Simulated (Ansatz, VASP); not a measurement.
## One calculation of YTeF, two programs

The input INCAR:

```
PREC = Accurate
ENCUT = 520
EDIFF = 1E-7
ISMEAR = 0
SIGMA = 0.1
LREAL = False
LASPH = True
NELM = 80
ALGO = Normal
ISIF = 2
LWAVE = False
LCHARG = False
LDIPOL = True
IDIPOL = 3
DIPOL = 0.5 0.5 0.500
GGA = PE
NBANDS = 19
```

Contents of KPOINTS:

```
Automatic mesh
0
Gamma
  6 6 1
```

Contents of POSCAR:

```
YTeF
1.0
    5.6450550000      0.0000000000      0.0000000000
   -2.8225280000      4.8887610000      0.0000000000
    0.0000000000      0.0000000000     14.0000000000
Y Te F
1 1 1
Direct
    0.6666666700      0.3333333300      0.5000000000
    0.3333333300      0.6666666700      0.5000000000
    0.0000000000      0.0000000000      0.5000000000
```

Input for Ansatz:

```yaml
crystal:
  lattice:
    - [5.645055, 0.0, 0.0]
    - [-2.822528, 4.888761, 0.0]
    - [0.0, 0.0, 14.0]
  atoms:
    - { symbol: "Y", position: [0.66666667, 0.33333333, 0.5] }
    - { symbol: Te, position: [0.33333333, 0.66666667, 0.5] }
    - { symbol: F, position: [0.0, 0.0, 0.5] }
  periodic: [true, true, false]
basis:
  ecutwfc: 420
kpoints:
  mp_grid: { grid: [6, 6, 1] }
hamiltonian:
  xc: pbe
scf:
  occupations: { method: gaussian, width: 0.1 }
  lower_state_search: "off"
output:
  forces: true
  stress: true
  eigenvalues: true
```

Alike in both runs: task single point; functional PBE; k mesh 6 × 6 × 1; occupations gaussian, width 0.1 eV; no spin polarisation.

|  | VASP | Ansatz |
| --- | --- | --- |
| version | VASP 6.6.1 | Ansatz 0.2.0 |
| potentials or method | VASP PAW PBE potentials, release 64 (Y_sv, Te, F), cutoff 520 eV | scalar-relativistic, plane waves, PAW |
| valence electrons in the cell | 24 | 34 |

|  | VASP | Ansatz | Ansatz less VASP |
| --- | --- | --- | --- |
| gap on the k mesh at the Fermi level (eV) | 1.41 | 1.41 | +0.004 |
| least direct gap on the mesh (eV) | 1.41 | 1.41 | +0.004 |

VASP's potentials hold 24 valence electrons a cell and Ansatz's 34, so a difference there can come from the potentials and not from the codes. Ansatz's warnings: slab cell height set.

Spin-orbit coupling is off throughout.
